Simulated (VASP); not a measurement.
A run of VASP 6.6.1 is set up as follows.

File POSCAR:

```
SiC
1.0
    2.8949262772      0.0000000000      0.0000000000
   -1.4474631386      2.5070796982      0.0000000000
    0.0000000000      0.0000000000     14.1915137804
Si C
6 6
Direct
    0.0000000000      0.0000000000      0.0000498872
    0.3333333333      0.6666666667      0.1665912444
    0.6666666667      0.3333333333      0.3331469483
    0.0000000000      0.0000000000      0.5000498872
    0.6666666667      0.3333333333      0.6665912444
    0.3333333333      0.6666666667      0.8331469483
    0.0000000000      0.0000000000      0.1253156742
    0.3333333333      0.6666666667      0.2916729401
    0.6666666667      0.3333333333      0.4582233059
    0.0000000000      0.0000000000      0.6253156742
    0.6666666667      0.3333333333      0.7916729401
    0.3333333333      0.6666666667      0.9582233059
```

INCAR.step1

```
PREC = Accurate
ENCUT = 660
ISMEAR = 0
SIGMA = 0.01
LREAL = False
LASPH = True
NELM = 120
NBANDS = 36
GGA = PE
ALGO = Normal
EDIFF = 1E-5
LWAVE = True
LCHARG = False
GGA_COMPAT = False
```

INCAR.step2

```
PREC = Accurate
ENCUT = 660
EDIFF = 1E-6
ISMEAR = 0
SIGMA = 0.01
LREAL = False
LASPH = True
NELM = 120
ALGO = Normal
ISIF = 2
LWAVE = False
LCHARG = True
METAGGA = R2SCAN
LMIXTAU = True
LELF = True
LVHAR = True
NBANDS = 36
ISTART = 1
GGA_COMPAT = False
```

File KPOINTS:

```
regular mesh
0
Gamma
  8 8 2
```

Potentials or basis: VASP PAW PBE potentials, release 64 (Si, C).

The run is started by

```sh
$ cat potpaw_PBE.64/Si/POTCAR potpaw_PBE.64/C/POTCAR > POTCAR
$ cp INCAR.step1 INCAR
$ mpirun -np 1 vasp_std > vasp.out
$ cp INCAR.step2 INCAR
$ mpirun -np 1 vasp_std > vasp.out
```

Q: Predict the pressure.

A: 59.3 GPa.

Q: What does it give for the band gap on the k mesh?

A: 2.39 eV (least direct gap 3.57 eV).

Forces on the atoms (eV/Å):
```
Si   0.000  0.000 -0.003
Si   0.000  0.000  0.001
Si   0.000  0.000  0.001
Si   0.000  0.000 -0.003
Si   0.000  0.000  0.001
Si   0.000  0.000  0.001
C    0.000  0.000  0.000
C    0.000  0.000  0.001
C    0.000  0.000  0.000
C    0.000  0.000  0.000
C    0.000  0.000  0.001
C    0.000  0.000  0.000
```

Caveat: the cell stands under pressure; the PAW data sets were made with another functional, which shifts forces and pressure a little. A k mesh can miss the band edges.
